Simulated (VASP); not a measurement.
# AlNi (P4/mmm) in VASP: a series of runs, part 2 of 2

VASP 6.6.1. The steps go on from the part before.

### Step 3. Single point, PBE

The input, POSCAR:

```
AlNi
1.0
    2.0428069416     -2.0428126723      0.0000000000
    2.0428069416      2.0428126723      0.0000000000
    0.0000000000      0.0000000000      2.9011416498
Al Ni
1 1
Direct
    0.0000000000      0.0000000000      0.0000000000
    0.5000000000      0.5000000000      0.5000000000
```

The input, INCAR.step1:

```
PREC = Accurate
ENCUT = 520
EDIFF = 1E-6
ISMEAR = 0
SIGMA = 0.1
LREAL = F
LASPH = T
NELM = 100
ALGO = Fast
ISIF = 2
LWAVE = F
LCHARG = T
LMAXMIX = 4
GGA = PE
NBANDS = 14
```

The input, KPOINTS.step1:

```
regular mesh
0
Gamma
  16 16 14
```

The input, INCAR.step2:

```
PREC = Accurate
ENCUT = 520
EDIFF = 1E-6
ISMEAR = -5
SIGMA = 0.1
LREAL = F
LASPH = T
NELM = 100
ALGO = Fast
ISIF = 2
LWAVE = F
LCHARG = F
LMAXMIX = 4
GGA = PE
LORBIT = 11
NBANDS = 14
NEDOS = 2001
ICHARG = 11
```

The input, KPOINTS.step2:

```
regular mesh
0
Gamma
  24 24 21
```

Potentials or basis: VASP PAW PBE potentials, release 64 (Al, Ni).

Launch:

```
> cat potpaw_PBE.64/Al/POTCAR potpaw_PBE.64/Ni/POTCAR > POTCAR
> cp INCAR.step1 INCAR
> cp KPOINTS.step1 KPOINTS
> mpirun -np 1 vasp_std > vasp.out
> cp INCAR.step2 INCAR
> cp KPOINTS.step2 KPOINTS
> mpirun -np 1 vasp_std > vasp.out
```

OUTCAR:

```text
PREC = Accurate
   ENCUT = 520
   EDIFF = 1E-6
   ISMEAR = -5
   LREAL = F
   LASPH = T
   NELM = 100
   ISIF = 2
   GGA = PE
   LORBIT = 11
   ICHARG = 11

 ion  position               nearest neighbor table
   1  0.000  0.000  0.000-   2 2.51   2 2.51   2 2.51   2 2.51   2 2.51   2 2.51   2 2.51   2 2.51

   2  0.500  0.500  0.500-   1 2.51   1 2.51   1 2.51   1 2.51   1 2.51   1 2.51   1 2.51   1 2.51

  LATTYP: Found a simple tetragonal cell.
 ALAT       =     2.8889693343
 C/A-ratio  =     1.0042133765

  Lattice vectors:

 A1 = (   2.0428069416,  -2.0428126723,   0.0000000000)
 A2 = (   2.0428069416,   2.0428126723,   0.0000000000)
 A3 = (   0.0000000000,   0.0000000000,   2.9011416498)

Analysis of symmetry for initial positions (statically):
=====================================================================
 Subroutine PRICEL returns:
 Original cell was already a primitive cell.

 Routine SETGRP: Setting up the symmetry group for a
 simple tetragonal supercell.

 Subroutine GETGRP returns: Found 16 space group operations
 (whereof 16 operations were pure point group operations)
 out of a pool of 16 trial point group operations.

The static configuration has the point symmetry D_4h.

Analysis of symmetry for dynamics (positions and initial velocities):
=====================================================================
 Subroutine PRICEL returns:
 Original cell was already a primitive cell.

 Routine SETGRP: Setting up the symmetry group for a
 simple tetragonal supercell.

 Subroutine GETGRP returns: Found 16 space group operations
 (whereof 16 operations were pure point group operations)
 out of a pool of 16 trial point group operations.

The dynamic configuration has the point symmetry D_4h.

 Subroutine INISYM returns: Found 16 space group operations
 (whereof 16 operations are pure point group operations),
 and found     1 'primitive' translations

[... 134 lines left out ...]

 number of electron      13.0000017 magnetization

 Free energy of the ion-electron system (eV)
  ---------------------------------------------------
  ext. energy  EPLUGINS =         0.00000000
  ---------------------------------------------------
  free energy    TOTEN  =       -10.53868876 eV

  energy without entropy =      -10.53868876  energy(sigma->0) =      -10.53868876

 E-fermi :   9.8637     XC(G=0): -11.9882

 val. band max:        9.9191920547   @ k =   0.5000   0.4167   0.3333
 cond. band min:       9.8362382327   @ k =   0.3333   0.3333   0.4762
 fundamental gap:     -0.0829538220
 Fermi energy:         9.8636797879

 k-point     1 :       0.0000    0.0000    0.0000
  band No.  band energies     occupation
      1      -1.1851      2.00000
      2       6.6973      2.00000
      3       6.6982      2.00000
      4       8.3462      2.00000
      5       8.3462      2.00000
      6       8.3550      2.00000
      7      15.2096      0.00000
      8      15.3584      0.00000
      9      15.3584      0.00000
     10      17.9291      0.00000
     11      17.9635      0.00000
     12      23.3821      0.00000
     13      30.6116      0.00000
     14      30.6239      0.00000
[... 377 lines left out ...]
      1       2.4746      2.00000
      2       3.7594      2.00000
      3       7.1646      2.00000
      4       7.6557      2.00000
      5       7.6661      2.00000
      6       8.4204      2.00000
      7       9.2575      2.00000
      8      17.8841      0.00000
      9      19.3288      0.00000
     10      19.3793      0.00000
     11      21.0106      0.00000
     12      21.0133      0.00000
     13      23.9319      0.00000
     14      25.2487      0.00000

 [... further k-points ...]

------------------------ aborting loop because EDIFF is reached ----------------------------------------

  FORCE on cell =-STRESS in cart. coord.  units (eV):
  Direction    XX          YY          ZZ          XY          YZ          ZX
  --------------------------------------------------------------------------------------
  -------------------------------------------------------------------------------------
  Total       -0.0045297     -0.0045297     -0.0403081      0.0000000     -0.0000000      0.0000000
  in kB       -0.2997271     -0.2997288     -2.6671531      0.0000000     -0.0000000      0.0000000
  external PRESSURE =      -1.0888697 kB  Pullay stress =       0.0000000 kB

 VOLUME and BASIS-vectors are now :
 -----------------------------------------------------------------------------
  energy-cutoff  :      520.00
  volume of cell :       24.21
      direct lattice vectors                 reciprocal lattice vectors
     2.042806942 -2.042812672  0.000000000     0.244761260 -0.244760573  0.000000000
     2.042806942  2.042812672  0.000000000     0.244761260  0.244760573  0.000000000
     0.000000000  0.000000000  2.901141650     0.000000000  0.000000000  0.344691891

 POSITION                                       TOTAL-FORCE (eV/Angst)
 -----------------------------------------------------------------------------------
      0.00000      0.00000      0.00000         0.000000      0.000000      0.000000
      2.04281      0.00000      1.45057         0.000000      0.000000      0.000000
 -----------------------------------------------------------------------------------
    total drift:                                0.000000     -0.000000     -0.000000

  FREE ENERGIE OF THE ION-ELECTRON SYSTEM (eV)
  ---------------------------------------------------
  free  energy   TOTEN  =       -10.5386887645 eV

  energy  without entropy=      -10.5386887645  energy(sigma->0) =      -10.53868876

 total charge

# of ion       s       p       d       tot
------------------------------------------
    1        0.383   0.408   0.000   0.791
    2        0.470   0.505   8.469   9.444
--------------------------------------------------
tot          0.853   0.913   8.469  10.235
```

OSZICAR.step1:

```text
N       E                     dE             d eps       ncg     rms          rms(c)
DAV:   1     0.411144074446E+02    0.41114E+02   -0.53927E+03 10176   0.962E+02
DAV:   2    -0.102152363061E+02   -0.51330E+02   -0.46338E+02 10806   0.179E+02
DAV:   3    -0.119351454756E+02   -0.17199E+01   -0.17013E+01 12708   0.367E+01
DAV:   4    -0.119580998067E+02   -0.22954E-01   -0.22948E-01 12000   0.384E+00
DAV:   5    -0.119587788745E+02   -0.67907E-03   -0.67905E-03 13102   0.722E-01    0.118E+01
RMM:   6    -0.138836922306E+02   -0.19249E+01   -0.14017E+01 12198   0.466E+01    0.167E+01
RMM:   7    -0.105550371448E+02    0.33287E+01   -0.39413E+00 11275   0.242E+01    0.113E+00
RMM:   8    -0.105501284497E+02    0.49087E-02   -0.81316E-02 10737   0.275E+00    0.672E-01
RMM:   9    -0.105445071263E+02    0.56213E-02   -0.24731E-02 11433   0.968E-01    0.510E-01
RMM:  10    -0.105411468431E+02    0.33603E-02   -0.63073E-03 12431   0.993E-01    0.109E-01
RMM:  11    -0.105413578811E+02   -0.21104E-03   -0.62291E-04 13525   0.291E-01    0.128E-01
RMM:  12    -0.105411806037E+02    0.17728E-03   -0.33068E-04 13316   0.200E-01    0.148E-02
RMM:  13    -0.105411896640E+02   -0.90603E-05   -0.83205E-05 13801   0.602E-02    0.123E-02
RMM:  14    -0.105411926353E+02   -0.29713E-05   -0.16593E-05 13777   0.281E-02    0.192E-02
RMM:  15    -0.105411917062E+02    0.92913E-06   -0.28809E-06 11196   0.184E-02
   1 F= -.10541192E+02 E0= -.10539361E+02  d E =-.366106E-02
```

Wall time 5.5 min (1 thread of Intel Xeon 8259CL, shared host); peak memory 0.47 GiB.

What came out:

| Quantity | Value |
| --- | --- |
| Valence electrons inside the program's atomic spheres | Al 0.79; Ni 9.44 |

Spin polarisation is off, so any magnetic state and its effect on volume and gap are missing.

### Step 4. Elastic constants, PBE

The input, INCAR:

```
SYSTEM = AlNi
ALGO = Normal
EDIFF = 1E-8
ENCUT = 600
GGA = PE
IBRION = 6
ISIF = 3
ISMEAR = -1
LASPH = .TRUE.
LCHARG = .FALSE.
LREAL = .FALSE.
LWAVE = .FALSE.
NBANDS = 14
NELM = 60
NFREE = 2
NSW = 1
POTIM = 0.015
PREC = Accurate
SIGMA = 0.15
```

The input, KPOINTS:

```
k-points
0
G
  16 16 14
  0 0 0
```

The input, POSCAR:

```
AlNi
1.0
    2.0460877257     -2.0460877257      0.0000000000
    2.0460877257      2.0460877257      0.0000000000
    0.0000000000      0.0000000000      2.8954166639
Al Ni
1 1
Direct
    0.0000000000      0.0000000000      0.0000000000
    0.5000000000      0.5000000000      0.5000000000
```

Launch:

```
> cat potpaw_PBE.64/Al/POTCAR potpaw_PBE.64/Ni/POTCAR > POTCAR
> mpirun -np 1 vasp_std > vasp.out
```

It took 80 min on 1 thread of Oxide Virtual Turin-like, shared host; peak memory 0.75 GiB.

The run converged. Its results:

```
Voigt bulk modulus            : 158 GPa
Highest phonon frequency at Γ : 289 cm⁻¹
```

Phonon frequencies in cm⁻¹ (negative: imaginary):
```csv
q point,frequencies
"(0.000, 0.000, 0.000)",0 0 0 289 289 289
```

Elastic tensor in Voigt notation (GPa, in the Cartesian axes of the cell as first typed):
```
286  52 135   0   0   0
 52 286 135   0   0   0
135 135 205   0   0   0
  0   0   0 117   0   0
  0   0   0   0 117   0
  0   0   0   0   0  34
```

Clamped-ion elastic tensor (GPa):
```
286  52 135   0   0   0
 52 286 135   0   0   0
135 135 205   0   0   0
  0   0   0 117   0   0
  0   0   0   0 117   0
  0   0   0   0   0  34
```
